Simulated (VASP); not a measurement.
Runs of VASP 6.6.1 on Tl. The structure is that of space group Im-3m (No. 229), or close to it. The cells are those of the table. 

```tsv
task	level	potentials or basis	spin	cell	k mesh	cutoff (eV)	smearing	gap on the mesh (eV)	pressure (GPa)	moment (μB)
single point	LDA	VASP PAW LDA potentials, release 64 (Tl_d)	off	a = 3.362 Å, angles 109.5°, 1 atom	2 × 2 × 2	520	fermi-dirac 0.037 eV	none	(a)	-
single point	PBE	VASP PAW PBE potentials, release 64 (Tl_d)	off	a = 3.362 Å, angles 109.5°, 1 atom	7 × 7 × 7	520	tetrahedron	none	2.3	-
relaxation of cell and atoms	PBEsol	VASP PAW PBE potentials, release 64 (Tl_d)	off	relaxed to -3 GPa from a = 3.362 Å, angles 109.5°, 1 atom	2 × 3 × 1, shifted	600	methfessel-paxton 0.078 eV	none	-3.0	-
single point	PBE	VASP PAW PBE potentials, release 64 (Tl_d)	collinear, ferromagnetic start	a = 3.362 Å, angles 109.5°, 1 atom	2 × 2 × 5	520	gaussian 0.1 eV	none	(b)	0.00
single point	LDA	VASP PAW LDA potentials, release 64 (Tl_d)	off	a = 3.362 Å, angles 109.5°, 1 atom	6 × 6 × 6	520	gaussian 0.1 eV	none	-2.3	-
single point	PBE	VASP PAW PBE potentials, release 64 (Tl_d)	collinear, ferromagnetic start	a = 3.362 Å, angles 109.5°, 1 atom	6 × 6 × 6	500	gaussian 0.1 eV	none	2.3	0.00
single point	PBE	VASP PAW PBE potentials, release 64 (Tl_d)	collinear, ferromagnetic start	a = 3.384 Å, angles 109.5°, 1 atom	5 × 1 × 7	500	gaussian 0.1 eV	none	-12.8	0.00
single point	r2SCAN	VASP PAW PBE potentials, release 64 (Tl_d)	off	a = 3.362 Å, angles 109.5°, 1 atom	7 × 7 × 7	550	gaussian 0.1 eV	none	0.7	-
```

Problem. Fill in the values left out.

Solution. (a) -6.3; (b) 2.9.

Caveats: some runs use coarse meshes; spin-orbit coupling is left out, which moves the levels of the heavy elements; the PAW data sets were made with another functional, which shifts forces and pressure a little (some runs); tetrahedron occupations give inexact forces and stress in metals (some runs); the cell is relaxed towards a set pressure, so the enthalpy falls and the energy may rise (some runs).

A k mesh can miss the band edges, and the runs leave out spin-orbit coupling on Tl.

A gap of «none» marks levels without a gap at the run's occupations.
